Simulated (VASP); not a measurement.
# TlBi (Pm-3m) in VASP: single point with LDA

Aim: the single point of TlBi with LDA.

Everything below comes from runs of VASP 6.6.1. Logs are shortened: lines on timing, memory, paths and dates and some standing lists are left out, and cuts for length are marked.

## 1. The cell of the first run

It takes space group Pm-3m (No. 221, cubic). Conventional cell: a = 3.868 Å, b = 3.868 Å, c = 3.868 Å, α = 90.00°, β = 90.00°, γ = 90.00°. Tl (site symmetry m-3m) has 8 Bi at 3.35 Å and 6 Tl at 3.87 Å within 4.4 Å. Within 4.4 Å of Bi (site symmetry m-3m) lie 8 Tl at 3.35 Å and 6 Bi at 3.87 Å.

## 2. Single point, LDA (volume scaled by 0.950 of the coarse rest volume)

INCAR

```
SYSTEM = TlBi
  PREC = Accurate
  ENCUT = 520
  EDIFF = 1E-6
  ISMEAR = -1
  SIGMA = 0.15
  LREAL = .False.
  LASPH = .True.
  NELM = 60
  ALGO = Fast
  ISIF = 2
  LWAVE = .False.
  LCHARG = .False.
  GGA = CA
  NBANDS = 21
```

KPOINTS

```
regular mesh
0
Gamma
  12 12 12
  0 0 0
```

POSCAR

```
TlBi
1.0
    3.8683000000      0.0000000000      0.0000000000
    0.0000000000      3.8683000000      0.0000000000
    0.0000000000      0.0000000000      3.8683000000
Tl Bi
1 1
Direct
    0.0000000000      0.0000000000      0.0000000000
    0.5000000000      0.5000000000      0.5000000000
```

Potentials or basis: VASP PAW LDA potentials, release 64 (Tl_d, Bi_d).

Command:

```
> cat potpaw_LDA.64/Tl_d/POTCAR potpaw_LDA.64/Bi_d/POTCAR > POTCAR
> mpirun -np 1 vasp_std > vasp.out
```

OUTCAR:

```text
SYSTEM = TlBi
   PREC = Accurate
   ENCUT = 520
   EDIFF = 1E-6
   ISMEAR = -1
   LREAL = .False.
   LASPH = .True.
   NELM = 60
   ISIF = 2
   GGA = CA

 ion  position               nearest neighbor table
   1  0.000  0.000  0.000-   2 3.35   2 3.35   2 3.35   2 3.35   2 3.35   2 3.35   2 3.35   2 3.35

   2  0.500  0.500  0.500-   1 3.35   1 3.35   1 3.35   1 3.35   1 3.35   1 3.35   1 3.35   1 3.35

  LATTYP: Found a simple cubic cell.
 ALAT       =     3.8683000000

  Lattice vectors:

 A1 = (   3.8683000000,   0.0000000000,   0.0000000000)
 A2 = (   0.0000000000,   3.8683000000,   0.0000000000)
 A3 = (   0.0000000000,   0.0000000000,   3.8683000000)

Analysis of symmetry for initial positions (statically):
=====================================================================
 Subroutine PRICEL returns:
 Original cell was already a primitive cell.

 Routine SETGRP: Setting up the symmetry group for a
 simple cubic supercell.

 Subroutine GETGRP returns: Found 48 space group operations
 (whereof 48 operations were pure point group operations)
 out of a pool of 48 trial point group operations.

The static configuration has the point symmetry O_h .

Analysis of symmetry for dynamics (positions and initial velocities):
=====================================================================
 Subroutine PRICEL returns:
 Original cell was already a primitive cell.

 Routine SETGRP: Setting up the symmetry group for a
 simple cubic supercell.

 Subroutine GETGRP returns: Found 48 space group operations
 (whereof 48 operations were pure point group operations)
 out of a pool of 48 trial point group operations.

The dynamic configuration has the point symmetry O_h .

 Subroutine INISYM returns: Found 48 space group operations
 (whereof 48 operations are pure point group operations),
 and found     1 'primitive' translations

----------------------------------------------------------------------------------------

                                     Primitive cell

  volume of cell :      57.8843

  direct lattice vectors                    reciprocal lattice vectors
     3.868300000  0.000000000  0.000000000     0.258511491  0.000000000  0.000000000
     0.000000000  3.868300000  0.000000000     0.000000000  0.258511491  0.000000000
     0.000000000  0.000000000  3.868300000     0.000000000  0.000000000  0.258511491

  length of vectors
     3.868300000  3.868300000  3.868300000     0.258511491  0.258511491  0.258511491

  position of ions in fractional coordinates (direct lattice)
     0.000000000  0.000000000  0.000000000
     0.500000000  0.500000000  0.500000000

  ion indices of the primitive-cell ions
   primitive index   ion index
                 1           1
                 2           2

----------------------------------------------------------------------------------------

 KPOINTS: regular mesh

Automatic generation of k-mesh.
 Grid dimensions read from file:
 generate k-points for:   12   12   12

 Generating k-lattice:

  Cartesian coordinates                     Fractional coordinates (reciprocal lattice)
     0.021542624  0.000000000  0.000000000     0.083333333  0.000000000  0.000000000
     0.000000000  0.021542624  0.000000000     0.000000000  0.083333333  0.000000000
     0.000000000  0.000000000  0.021542624     0.000000000  0.000000000  0.083333333

  Length of vectors
     0.021542624  0.021542624  0.021542624

  Shift w.r.t. Gamma in fractional coordinates (k-lattice)
     0.000000000  0.000000000  0.000000000

 Subroutine IBZKPT returns following result:
 ===========================================

 Found     84 irreducible k-points:

 Following reciprocal coordinates:
            Coordinates               Weight
  0.000000  0.000000  0.000000      1.000000
  0.083333  0.000000  0.000000      6.000000
  0.166667  0.000000  0.000000      6.000000
  0.250000  0.000000  0.000000      6.000000
  0.333333  0.000000  0.000000      6.000000
  0.416667  0.000000  0.000000      6.000000
[... 16 lines left out ...]
  0.333333  0.333333  0.000000     12.000000
  0.416667  0.333333  0.000000     24.000000
 [... further k-points ...]
   k-points           NKPTS =     84   k-points in BZ     NKDIM =     84   number of bands    NBANDS=     21
   number of dos      NEDOS =    301   number of ions     NIONS =      2
   total plane-waves  NPLWV =  27000
   dimension x,y,z NGX =    30 NGY =   30 NGZ =   30
   dimension x,y,z NGXF=    60 NGYF=   60 NGZF=   60
   ions per type =               1   1
   NGX,Y,Z   is equivalent  to a cutoff of  12.89, 12.89, 12.89 a.u.
   NGXF,Y,Z  is equivalent  to a cutoff of  25.79, 25.79, 25.79 a.u.
 SYSTEM =  TlBi
   PREC   = accura    normal or accurate (medium, high low for compatibility)
   ISTART =      0    job   : 0-new  1-cont  2-samecut
   ICHARG =      2    charge: 1-file 2-atom 10-const
   ISPIN  =      1    spin polarized calculation?
   LNONCOLLINEAR =      F non collinear calculations
   LSORBIT =      F    spin-orbit coupling
   LASPH  =      T    aspherical Exc in radial PAW
   ENCUT  =  520.0 eV  38.22 Ry    6.18 a.u.   7.19  7.19  7.19*2*pi/ulx,y,z
   NELM   =     60;   NELMIN=  2; NELMDL= -5     # of ELM steps
   EDIFF  = 0.1E-05   stopping-criterion for ELM
   LREAL  =      F    real-space projection
   EDIFFG = 0.1E-04   stopping-criterion for IOM
   NSW    =      0    number of steps for IOM
   IBRION =     -1    ionic relax: 0-MD 1-quasi-New 2-CG
   NFREE  =      0    steps in history (QN), initial steepest desc. (CG)
   ISIF   =      2    stress and relaxation
   ISYM   =      2    0-nonsym 1-usesym 2-fastsym
   POTIM  = 0.5000    time-step for ionic-motion
   TEBEG  =    0.0;   TEEND  =   0.0 temperature during run
   PSTRESS=    0.0 pullay stress
   NELECT =      28.0000    total number of electrons
   NUPDOWN=      -1.0000    fix difference up-down
   EMIN   =  10.00;   EMAX   =-10.00  energy-range for DOS
   EFERMI =   0.00;   METHOD = LEGACY
   ISMEAR =    -1;   SIGMA  =   0.15  broadening in eV -4-tet -1-fermi 0-gaus
   EFERMI_NEDOS =   21; number of points for ismear=-14 and -15
   IALGO  =     68    algorithm
   IMIX   =      4    mixing-type and parameters
     AMIX     =   0.40;   BMIX     =  1.00
     AMIX_MAG =   1.60;   BMIX_MAG =  1.00
  volume/ion in A,a.u.               =      28.94       195.31
  Fermi-wavevector in a.u.,A,eV,Ry     =   1.285111  2.428508 22.470167  1.651511
  Thomas-Fermi vector in A             =   2.417265
   LORBIT       =      0    0 simple, 1 ext, 2 COOP (PROOUT), +10 PAW based schemes
   GGA     = CA    functional components
   LHFCALC =     F    Hartree Fock is set to
   AEXX    =    0.0000 exact exchange contribution
   IVDW    =     0    specifies the selected vdW correction
   LEPSILON=     F    determine dielectric tensor
   LRPA    =     F    only Hartree local field effects (RPA)
 non-spin polarized calculation
 RMM-DIIS sequential band-by-band and
  energy-cutoff  :      520.00
  volume of cell :       57.88
 maximum number of plane-waves:      1596
 NGX is ok and might be reduce to    30
   NGX = 15   NGY = 15   NGZ = 15

 number of electron      27.9999984 magnetization

 Free energy of the ion-electron system (eV)
  ---------------------------------------------------
  ext. energy  EPLUGINS =         0.00000000
  ---------------------------------------------------
  free energy    TOTEN  =        -7.40784909 eV

  energy without entropy =       -7.31964212  energy(sigma->0) =       -7.36374561

 E-fermi :   7.3070     XC(G=0): -10.6688

 val. band max:        7.3005845757   @ k =   0.4167   0.1667   0.1667
 cond. band min:       7.3209220648   @ k =   0.0833   0.0833   0.0000
 fundamental gap:      0.0203374890
 Fermi energy:         7.3070301854

 k-point     1 :       0.0000    0.0000    0.0000
  band No.  band energies     occupation
      1     -15.5306      2.00000
      2     -15.5306      2.00000
      3     -15.4863      2.00000
      4     -15.4863      2.00000
      5     -15.4863      2.00000
      6      -5.2877      2.00000
[... 13 lines left out ...]
     20      15.6456      0.00000
     21      18.7750      0.00000

 k-point     2 :       0.0833    0.0000    0.0000
  band No.  band energies     occupation
      1     -15.5304      2.00000
      2     -15.5270      2.00000
      3     -15.4873      2.00000
      4     -15.4873      2.00000
      5     -15.4862      2.00000
      6      -5.2271      2.00000
[... 13 lines left out ...]
     20      15.3670      0.00000
     21      18.3261      0.00000

 k-point     3 :       0.1667    0.0000    0.0000
  band No.  band energies     occupation
      1     -15.5299      2.00000
      2     -15.5173      2.00000
      3     -15.4900      2.00000
      4     -15.4900      2.00000
      5     -15.4857      2.00000
      6      -5.0500      2.00000
[... 13 lines left out ...]
     20      14.6128      0.00000
     21      17.4409      0.00000

 k-point     4 :       0.2500    0.0000    0.0000
  band No.  band energies     occupation
      1     -15.5292      2.00000
      2     -15.5039      2.00000
      3     -15.4937      2.00000
      4     -15.4937      2.00000
      5     -15.4851      2.00000
      6      -4.7732      2.00000
[... 13 lines left out ...]
     20      15.5016      0.00000
     21      16.5415      0.00000

 k-point     5 :       0.3333    0.0000    0.0000
  band No.  band energies     occupation
      1     -15.5285      2.00000
      2     -15.4973      2.00000
      3     -15.4973      2.00000
      4     -15.4905      2.00000
      5     -15.4844      2.00000
      6      -4.4372      2.00000
[... 13 lines left out ...]
     20      15.7461      0.00000
     21      17.3318      0.00000
[... 382 lines left out ...]
     20      17.2474      0.00000
     21      17.7519      0.00000

 k-point    22 :       0.5000    0.2500    0.0000
  band No.  band energies     occupation
      1     -15.5120      2.00000
      2     -15.5113      2.00000
      3     -15.5011      2.00000
      4     -15.4925      2.00000
      5     -15.4660      2.00000
      6      -4.5429      2.00000
[... 13 lines left out ...]
     20      17.8767      0.00000
     21      17.9524      0.00000

 k-point    23 :       0.3333    0.3333    0.0000
  band No.  band energies     occupation
      1     -15.5125      2.00000
      2     -15.5087      2.00000
      3     -15.4975      2.00000
      4     -15.4965      2.00000
      5     -15.4687      2.00000
      6      -4.5976      2.00000
[... 13 lines left out ...]
     20      17.1196      0.00000
     21      17.5191      0.00000

 k-point    24 :       0.4167    0.3333    0.0000
  band No.  band energies     occupation
      1     -15.5161      2.00000
      2     -15.5065      2.00000
      3     -15.5000      2.00000
      4     -15.4969      2.00000
      5     -15.4607      2.00000
      6      -4.6227      2.00000
[... 13 lines left out ...]
     20      17.1656      0.00000
     21      17.6137      0.00000

 [... further k-points ...]
[... 5 lines left out ...]
  --------------------------------------------------------------------------------------
  -------------------------------------------------------------------------------------
  Total       -0.2588752     -0.2588752     -0.2588752      0.0000000      0.0000000      0.0000000
  in kB       -7.1654034     -7.1654034     -7.1654034      0.0000000      0.0000000      0.0000000
  external PRESSURE =      -7.1654034 kB  Pullay stress =       0.0000000 kB

 VOLUME and BASIS-vectors are now :
 -----------------------------------------------------------------------------
  energy-cutoff  :      520.00
  volume of cell :       57.88
      direct lattice vectors                 reciprocal lattice vectors
     3.868300000  0.000000000  0.000000000     0.258511491  0.000000000  0.000000000
     0.000000000  3.868300000  0.000000000     0.000000000  0.258511491  0.000000000
     0.000000000  0.000000000  3.868300000     0.000000000  0.000000000  0.258511491

 POSITION                                       TOTAL-FORCE (eV/Angst)
 -----------------------------------------------------------------------------------
      0.00000      0.00000      0.00000         0.000000      0.000000      0.000000
      1.93415      1.93415      1.93415         0.000000      0.000000      0.000000
 -----------------------------------------------------------------------------------
    total drift:                                0.000000      0.000000      0.000000

  FREE ENERGIE OF THE ION-ELECTRON SYSTEM (eV)
  ---------------------------------------------------
  free  energy   TOTEN  =        -7.4078490947 eV

  energy  without entropy=       -7.3196421231  energy(sigma->0) =       -7.36374561
```

Run time: 2.5 min. Hardware: 1 thread of Intel Xeon 6975P-C, shared host; peak memory 0.22 GiB.

Results:

```
Free energy            : -7.4078 eV
Pressure               : -0.7 GPa
Band gap on the k mesh : zero (band 14 reaches 8.88 eV, above the bottom of band 15 at 5.37 eV)
```

Levels at points of the mesh, in eV from the Fermi level:
```
           k point  band 12  band 13  band 14  band 15  band 16  band 17
(0.00, 0.00, 0.00)    -4.40    -0.55    -0.55    -0.55     5.01     5.01
(0.50, 0.00, 0.00)    -7.72     1.54     1.57     1.59     1.59     4.03
(0.50, 0.50, 0.00)    -5.54    -4.20    -4.20     2.04     5.41     5.57
(0.50, 0.50, 0.50)    -4.38    -1.65    -1.65    -1.65    -0.12    -0.12
```

Caveat: spin-orbit coupling is left out, which moves the levels of the heavy elements.
